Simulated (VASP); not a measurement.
A run of VASP 6.6.1 is set up as follows.

Contents of INCAR:

```
  ALGO = Fast
  EDIFF = 1E-6
  ENCUT = 520
  GGA = PE
  ISIF = 2
  ISMEAR = 0
  LASPH = True
  LCHARG = True
  LELF = True
  LREAL = False
  LVHAR = True
  LWAVE = False
  NBANDS = 27
  NELM = 100
  PREC = Accurate
  SIGMA = 0.1
```

File KPOINTS:

```
k-points
0
Gamma
  12 12 10
```

POSCAR

```
Li3Os
1.0
    5.2333555365      0.0000000000      0.0000000000
   -2.6166777683      4.5322188417      0.0000000000
    0.0000000000      0.0000000000      4.4893637019
Li Os
6 2
Direct
    0.8264887388      0.6529774776      0.2500000000
    0.1735112612      0.8264887388      0.7500000000
    0.3470225224      0.1735112612      0.2500000000
    0.1735112612      0.3470225224      0.7500000000
    0.8264887388      0.1735112612      0.2500000000
    0.6529774776      0.8264887388      0.7500000000
    0.3333333333      0.6666666667      0.2500000000
    0.6666666667      0.3333333333      0.7500000000
```

Potentials or basis: VASP PAW PBE potentials, release 64 (Li_sv, Os).

Launch:

```console
$ cat potpaw_PBE.64/Li_sv/POTCAR potpaw_PBE.64/Os/POTCAR > POTCAR
$ mpirun -np 1 vasp_std > vasp.out
```

Task: Estimate the band gap on the k mesh.

Result: Zero (bands 17 and 18 overlap by 0.70 eV).

Caveat: spin-orbit coupling is left out, which moves the levels of the heavy elements.
